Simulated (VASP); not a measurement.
# La (P6_3/mmc) in VASP: a series of runs

La is run at these levels: PBEsol; tasks: relaxation of cell and atoms, single point.

Program: VASP 6.6.1. These are calculated values, not measurements. Logs are shortened: lines on timing, memory, paths and dates and some standing lists are left out, and cuts for length are marked.

### 1 The cell of the first run

The structure is hexagonal, space group P6_3/mmc (No. 194). Conventional cell: a = 3.754 Å, b = 3.754 Å, c = 6.131 Å, α = 90.00°, β = 90.00°, γ = 120.00°. La (site symmetry -6m2) has 12 La at 3.75 Å within 4.9 Å.

### 2 Relaxation of cell and atoms, PBEsol

INCAR reads:

```
SYSTEM = La
  PREC = Accurate
  ENCUT = 600
  EDIFF = 1E-7
  ISMEAR = -1
  SIGMA = 0.1
  LREAL = .FALSE.
  LASPH = .TRUE.
  NELM = 100
  ALGO = Normal
  ISIF = 3
  LWAVE = .FALSE.
  LCHARG = .FALSE.
  GGA = PS
  IBRION = 2
  NSW = 80
  EDIFFG = -0.01
```

KPOINTS reads:

```
Automatic mesh
0
G
  10 10 5
  0 0 0
```

POSCAR reads:

```
La
1.0
    3.7542362609      0.0000000000      0.0000000000
   -1.8771181304      3.2512639737      0.0000000000
    0.0000000000      0.0000000000      6.1306678140
La
2
Direct
    0.3333333333      0.6666666667      0.2500000000
    0.6666666667      0.3333333333      0.7500000000
```

Potentials or basis: VASP PAW PBE potentials, release 64 (La).

Run with:

```
$ cat potpaw_PBE.64/La/POTCAR > POTCAR
$ mpirun -np 1 vasp_std > vasp.out
```

OUTCAR:

```text
SYSTEM = La
   PREC = Accurate
   ENCUT = 600
   EDIFF = 1E-7
   ISMEAR = -1
   LREAL = .FALSE.
   LASPH = .TRUE.
   NELM = 100
   ISIF = 3
   GGA = PS
   IBRION = 2
   NSW = 80
   EDIFFG = -0.01

 ion  position               nearest neighbor table
   1  0.333  0.667  0.250-
   2  0.667  0.333  0.750-

  LATTYP: Found a hexagonal cell.
 ALAT       =     3.7542362609
 C/A-ratio  =     1.6330000000

  Lattice vectors:

 A1 = (   3.7542362609,   0.0000000000,   0.0000000000)
 A2 = (  -1.8771181304,   3.2512639737,   0.0000000000)
 A3 = (   0.0000000000,   0.0000000000,   6.1306678140)

Analysis of symmetry for initial positions (statically):
=====================================================================
 Subroutine PRICEL returns:
 Original cell was already a primitive cell.

 Routine SETGRP: Setting up the symmetry group for a
 hexagonal supercell.

 Subroutine GETGRP returns: Found 24 space group operations
 (whereof 12 operations were pure point group operations)
 out of a pool of 24 trial point group operations.

The static configuration has the point symmetry D_3d.
 The point group associated with its full space group is D_6h.

Analysis of symmetry for dynamics (positions and initial velocities):
=====================================================================
 Subroutine PRICEL returns:
 Original cell was already a primitive cell.

 Routine SETGRP: Setting up the symmetry group for a
 hexagonal supercell.

 Subroutine GETGRP returns: Found 24 space group operations
 (whereof 12 operations were pure point group operations)
 out of a pool of 24 trial point group operations.

The dynamic configuration has the point symmetry D_3d.
 The point group associated with its full space group is D_6h.

 Subroutine INISYM returns: Found 24 space group operations
 (whereof 12 operations are pure point group operations),
 and found     1 'primitive' translations

----------------------------------------------------------------------------------------

                                     Primitive cell

  volume of cell :      74.8310

  direct lattice vectors                    reciprocal lattice vectors
     3.754236261  0.000000000  0.000000000     0.266365761  0.153786344  0.000000000
    -1.877118130  3.251263974  0.000000000     0.000000000  0.307572688  0.000000000
     0.000000000  0.000000000  6.130667814     0.000000000  0.000000000  0.163114367

  length of vectors
     3.754236261  3.754236261  6.130667814     0.307572688  0.307572688  0.163114367

  position of ions in fractional coordinates (direct lattice)
     0.333333333  0.666666667  0.250000000
[... 97 lines left out ...]
     AMIX     =   0.40;   BMIX     =  1.00
     AMIX_MAG =   1.60;   BMIX_MAG =  1.00
  volume/ion in A,a.u.               =      37.42       252.49
  Fermi-wavevector in a.u.,A,eV,Ry     =   1.088567  2.057093 16.122608  1.184978
  Thomas-Fermi vector in A             =   2.224751
   LORBIT       =      0    0 simple, 1 ext, 2 COOP (PROOUT), +10 PAW based schemes
   GGA     = PS    functional components
   LHFCALC =     F    Hartree Fock is set to
   AEXX    =    0.0000 exact exchange contribution
   IVDW    =     0    specifies the selected vdW correction
   LEPSILON=     F    determine dielectric tensor
   LRPA    =     F    only Hartree local field effects (RPA)
 conjugate gradient relaxation of ions
 non-spin polarized calculation
  energy-cutoff  :      600.00
  volume of cell :       74.83
 maximum number of plane-waves:      2539
 NGX is ok and might be reduce to    30
   NGX = 15   NGY = 15   NGZ = 25

--------------------------------------- Ionic step        1  -------------------------------------------

 number of electron      21.9999998 magnetization

 Free energy of the ion-electron system (eV)
  ---------------------------------------------------
  ext. energy  EPLUGINS =         0.00000000
  ---------------------------------------------------
  free energy    TOTEN  =       -10.64386954 eV

  energy without entropy =      -10.51610914  energy(sigma->0) =      -10.57998934

------------------------ aborting loop because EDIFF is reached ----------------------------------------

  FORCE on cell =-STRESS in cart. coord.  units (eV):
  Direction    XX          YY          ZZ          XY          YZ          ZX
  --------------------------------------------------------------------------------------
  -------------------------------------------------------------------------------------
  Total       -0.8031332     -0.8031332     -0.9018755     -0.0000000      0.0000000      0.0000000
  in kB      -17.1955687    -17.1955687    -19.3097018     -0.0000000      0.0000000      0.0000000
  external PRESSURE =     -17.9002797 kB  Pullay stress =       0.0000000 kB
[... 239 lines left out ...]
--------------------------------------- Ionic step        8  -------------------------------------------

 number of electron      22.0000001 magnetization

 Free energy of the ion-electron system (eV)
  ---------------------------------------------------
  ext. energy  EPLUGINS =         0.00000000
  ---------------------------------------------------
  free energy    TOTEN  =       -10.67465288 eV

  energy without entropy =      -10.55446926  energy(sigma->0) =      -10.61456107

 E-fermi :   8.3736     XC(G=0):  -9.9615

 val. band max:        8.3646902810   @ k =   0.2000   0.2000   0.2000
 cond. band min:       8.3875484522   @ k =   0.2000   0.2000   0.4000
 fundamental gap:      0.0228581713
 Fermi energy:         8.3736392160

 k-point     1 :       0.0000    0.0000    0.0000
  band No.  band energies     occupation
      1     -24.3682      2.00000
      2     -24.1144      2.00000
      3      -8.8415      2.00000
      4      -7.3644      2.00000
      5      -7.3644      2.00000
      6      -7.1517      2.00000
      7      -7.1517      2.00000
      8      -7.1510      2.00000
      9       5.1929      2.00000
     10       6.5331      2.00000
     11       9.4657      0.00004
     12       9.7730      0.00000
     13       9.7730      0.00000
     14      10.0367      0.00000
[... 401 lines left out ...]
      2     -24.0351      2.00000
      3      -8.7091      2.00000
      4      -8.4855      2.00000
      5      -7.9782      2.00000
      6      -7.7647      2.00000
      7      -7.5600      2.00000
      8      -7.4449      2.00000
      9       6.6935      2.00000
     10       7.0399      2.00000
     11       8.1052      1.87215
     12       8.4764      0.52707
     13       9.2443      0.00033
     14      10.2231      0.00000
     15      10.2380      0.00000

 [... further k-points ...]
[... 5 lines left out ...]
  --------------------------------------------------------------------------------------
  -------------------------------------------------------------------------------------
  Total        0.0101836      0.0101836      0.0164577      0.0000000      0.0000000      0.0000000
  in kB        0.2349245      0.2349245      0.3796625      0.0000000      0.0000000      0.0000000
  external PRESSURE =       0.2831705 kB  Pullay stress =       0.0000000 kB
[... 17 lines left out ...]
  FREE ENERGIE OF THE ION-ELECTRON SYSTEM (eV)
  ---------------------------------------------------
  free  energy   TOTEN  =       -10.6746528807 eV

  energy  without entropy=      -10.5544692639  energy(sigma->0) =      -10.61456107

 reached required accuracy - stopping structural energy minimisation
```

CONTCAR:

```text
La
   1.00000000000000
     3.6585674528379464   -0.0000000000014652    0.0000000000000000
    -1.8292837263715165    3.1684123555728840   -0.0000000000000000
     0.0000000000000000    0.0000000000000000    5.9914155128508382
  La
     2
Direct
     0.3333333332999970    0.6666666667000030    0.2500000000000000
     0.6666666667000030    0.3333333332999970    0.7500000000000000

  0.00000000E+00  0.00000000E+00  0.00000000E+00
  0.00000000E+00  0.00000000E+00  0.00000000E+00
```

Run time: 6 min. Hardware: 1 thread of Intel Xeon Platinum 8488C (Sapphire Rapids), shared host; peak memory 0.24 GiB.

What came out:

* Free energy: -10.6747 eV
* Relaxed volume: 34.73 Å³/atom
* Relaxed cell: a = 3.659 Å, b = 3.659 Å, c = 5.991 Å, α = 90.00°, β = 90.00°, γ = 120.00°
* Space group after relaxing (to 0.1 Å): P6_3/mmc (No. 194)
* Energy gained by relaxing: 15.4 meV/atom
* Ionic steps: 8
* Pressure after relaxing: 0.0 GPa
* Band gap on the k mesh: zero (bands 11 and 12 overlap by 1.40 eV)

The path:
```
step  energy change (eV)  largest force (eV/Å)  pressure (GPa)  volume (Å³)
   1              0.0000                0.0000           -1.79        74.83
   2             -0.0299                0.0000           -0.31        70.39
   3             -0.0306                0.0000           -0.02        69.61
   4             -0.0306                0.0000            0.02        69.51
   5             -0.0307                0.0000            0.02        69.49
   6             -0.0308                0.0000            0.02        69.47
   7             -0.0308                0.0000            0.03        69.42
   8             -0.0308                0.0000            0.03        69.45
```

Final structure:
```
La
1.0
     3.65857    0.00000    0.00000
    -1.82928    3.16841    0.00000
     0.00000    0.00000    5.99142
La
2
Cartesian
  0.0000 2.1123 1.4979
  1.8293 1.0561 4.4936
```

Caveat: the PAW data sets were made with another functional, which shifts forces and pressure a little; spin-orbit coupling is left out, which moves the levels of the heavy elements.

### 3 Single point, PBEsol

This run uses another cell than the first one, of 34.68 Å³/atom.

INCAR reads:

```
SYSTEM = La
PREC = Accurate
ENCUT = 520
EDIFF = 1E-7
ISMEAR = -1
SIGMA = 0.1
LREAL = .False.
LASPH = .True.
NELM = 100
ALGO = Normal
ISIF = 2
LWAVE = .False.
LCHARG = .False.
GGA = PS
NBANDS = 18
```

KPOINTS reads:

```
regular mesh
0
Gamma
  16 16 9
  0 0 0
```

POSCAR reads:

```
La
1.0
    3.6600258742      0.0000000000      0.0000000000
   -1.8300129371      3.1696753856      0.0000000000
    0.0000000000      0.0000000000      5.9791033495
La
2
Direct
    0.3333333333      0.6666666667      0.2500000000
    0.6666666667      0.3333333333      0.7500000000
```

Potentials or basis: VASP PAW PBE potentials, release 64 (La).

Run with:

```
$ cat potpaw_PBE.64/La/POTCAR > POTCAR
$ mpirun -np 1 vasp_std > vasp.out
```

OUTCAR:

```text
SYSTEM = La
   PREC = Accurate
   ENCUT = 520
   EDIFF = 1E-7
   ISMEAR = -1
   LREAL = .False.
   LASPH = .True.
   NELM = 100
   ISIF = 2
   GGA = PS

 ion  position               nearest neighbor table
   1  0.333  0.667  0.250-   2 3.66   2 3.66   2 3.66   2 3.66   2 3.66   2 3.66
   2  0.667  0.333  0.750-   1 3.66   1 3.66   1 3.66   1 3.66   1 3.66   1 3.66

  LATTYP: Found a hexagonal cell.
 ALAT       =     3.6600258742
 C/A-ratio  =     1.6336232461

  Lattice vectors:
[... 192 lines left out ...]
      3      -8.8325      2.00000
      4      -7.3539      2.00000
      5      -7.3539      2.00000
      6      -7.1379      2.00000
[... 481 lines left out ...]
      5      -8.2313      2.00000
      6      -7.7870      2.00000
[... 10 lines left out ...]
     17      10.5024      0.00000
     18      10.5380      0.00000

 [... further k-points ...]
[... 5 lines left out ...]
  --------------------------------------------------------------------------------------
  -------------------------------------------------------------------------------------
  Total        0.0122638      0.0122638      0.0188022      0.0000000     -0.0000000      0.0000000
  in kB        0.2832702      0.2832702      0.4342937      0.0000000     -0.0000000      0.0000000
  external PRESSURE =       0.3336113 kB  Pullay stress =       0.0000000 kB

 VOLUME and BASIS-vectors are now :
 -----------------------------------------------------------------------------
  energy-cutoff  :      520.00
  volume of cell :       69.36
      direct lattice vectors                 reciprocal lattice vectors
     3.660025874  0.000000000  0.000000000     0.273222112  0.157744860  0.000000000
    -1.830012937  3.169675386  0.000000000     0.000000000  0.315489720  0.000000000
     0.000000000  0.000000000  5.979103349     0.000000000  0.000000000  0.167249158

 POSITION                                       TOTAL-FORCE (eV/Angst)
 -----------------------------------------------------------------------------------
     -0.00000      2.11312      1.49478         0.000000     -0.000000      0.000000
      1.83001      1.05656      4.48433        -0.000000      0.000000      0.000000
 -----------------------------------------------------------------------------------
    total drift:                               -0.000000      0.000000     -0.000000

  FREE ENERGIE OF THE ION-ELECTRON SYSTEM (eV)
  ---------------------------------------------------
  free  energy   TOTEN  =       -10.6792857658 eV

  energy  without entropy=      -10.5588701680  energy(sigma->0) =      -10.61907797
```

Run time: 2.8 min. Hardware: 1 thread of Intel Xeon Platinum 8488C (Sapphire Rapids), shared host; peak memory 0.33 GiB.

What came out:

```
Free energy            : -10.6793 eV
Pressure               : 0.0 GPa
Band gap on the k mesh : zero (bands 11 and 12 overlap by 1.49 eV)
```

Caveat: the PAW data sets were made with another functional, which shifts forces and pressure a little; spin-orbit coupling is left out, which moves the levels of the heavy elements.
